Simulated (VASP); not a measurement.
Write the native input for VASP 6.6.1 that does the following.

```yaml
Task: single point
Functional: PBE
Potentials_or_basis: VASP PAW PBE potentials, release 64 (Al, N)
Cutoff: 520 eV
k_mesh: 12 × 12 × 6
Occupations: fermi-dirac, width 0.02 eV
Spin: no spin polarisation
Dipole_correction: no
Further_INCAR_settings: ALGO = Normal; EDIFF = 1e-07; NBANDS = 16
```

The structure of AlN lies in POSCAR:

```
AlN
1.0
    3.1066937604      0.0000000000      0.0000000000
   -1.5533468802      2.6904757183      0.0000000000
    0.0000000000      0.0000000000      4.9785915490
Al N
2 2
Direct
    0.3333333333      0.6666666667     -0.0032954727
    0.6666666667      0.3333333333      0.4967045273
    0.3333333333      0.6666666667      0.3782954727
    0.6666666667      0.3333333333      0.8782954727
```

The input as run:

INCAR

```
PREC = Accurate
ENCUT = 520
EDIFF = 1E-7
ISMEAR = -1
SIGMA = 0.02
LREAL = False
LASPH = True
NELM = 100
ALGO = Normal
ISIF = 2
LWAVE = False
LCHARG = False
GGA = PE
NBANDS = 16
```

KPOINTS

```
regular mesh
0
Gamma
  12 12 6
```

Potentials or basis: VASP PAW PBE potentials, release 64 (Al, N).

Launch:

```console
$ cat potpaw_PBE.64/Al/POTCAR potpaw_PBE.64/N/POTCAR > POTCAR
$ mpirun -np 1 vasp_std > vasp.out
```

Results of the run:

```json
{
  "Pressure": "4.4 GPa",
  "Largest force": "0.009 eV/Å",
  "Band gap on the k mesh": "4.24 eV, direct"
}
```

It took 34 s on 1 thread of Intel(R) Xeon(R) Platinum 8259CL CPU @ 2.50GHz (Skylake/Cascade Lake), with other jobs on the host, peak memory 0.18 GiB.
